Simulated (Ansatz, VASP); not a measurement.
Two plane-wave programs on Si2Mo

INCAR

```
  PREC = Accurate
  ENCUT = 520
  EDIFF = 1E-6
  ISMEAR = 0
  SIGMA = 0.15
  LREAL = False
  LASPH = True
  NELM = 80
  ALGO = Normal
  ISIF = 2
  LWAVE = False
  LCHARG = False
  GGA = PS
  NBANDS = 18
```

File KPOINTS:

```
Automatic mesh
0
Gamma
  20 20 20
```

File POSCAR:

```
Si2Mo
1.0
   -1.5152833265      1.5152833265      4.0084593000
    1.5152833265     -1.5152833265      4.0084593000
    1.5152833265      1.5152833265     -4.0084593000
Si Mo
2 1
Direct
    0.3350596655      0.3350596655      0.0000000000
    0.6649403345      0.6649403345      0.0000000000
    0.0000000000      0.0000000000      0.0000000000
```

Input for Ansatz:

```yaml
crystal:
  lattice:
    - [-1.5152833265, 1.5152833265, 4.0084593]
    - [1.5152833265, -1.5152833265, 4.0084593]
    - [1.5152833265, 1.5152833265, -4.0084593]
  atoms:
    - { symbol: Si, position: [0.3350596655, 0.3350596655, 0.0] }
    - { symbol: Si, position: [0.6649403345, 0.6649403345, 0.0] }
    - { symbol: Mo, position: [0.0, 0.0, 0.0] }
basis:
  ecutwfc: 420
kpoints:
  mp_grid: { grid: [20, 20, 20] }
hamiltonian:
  xc: pbesol
scf:
  occupations: { method: gaussian, width: 0.15 }
output:
  forces: true
  stress: true
  eigenvalues: true
```

Change from the starting cell: strain -0.050 along x and y, +0.025 along z, atoms carried along.

Alike in both runs: task single point; functional PBEsol; k mesh 20 × 20 × 20; occupations gaussian, width 0.15 eV; no spin polarisation.

|  | VASP | Ansatz |
| --- | --- | --- |
| version | VASP 6.6.1 | Ansatz 0.2.0 |
| potentials or method | VASP PAW PBE potentials, release 64 (Si, Mo_sv), cutoff 520 eV | scalar-relativistic, plane waves, PAW |
| valence electrons in the cell | 22 | 22 |

Ansatz gave:

```
gap on the k mesh at the Fermi level (eV)                     : none
pressure (GPa)                                                : 19.8
traceless stress, the component that is largest in VASP (GPa) : -19.83
rms of the force components (eV/Å)                            : 0.072
```

Task: Estimate VASP's values.

Result: gap on the k mesh at the Fermi level (eV): none; pressure (GPa): 20.4; traceless stress, the component that is largest in VASP (GPa): -19.84; rms of the force components (eV/Å): 0.079.

VASP's potentials were made for PBE, not for PBEsol. Atom by atom the forces differ by 0.007 eV/Å (rms over components). A gap of «none» marks a metal or a gap that the smearing closes. With one functional, cell and mesh, what is left measures potentials, basis and numerics.
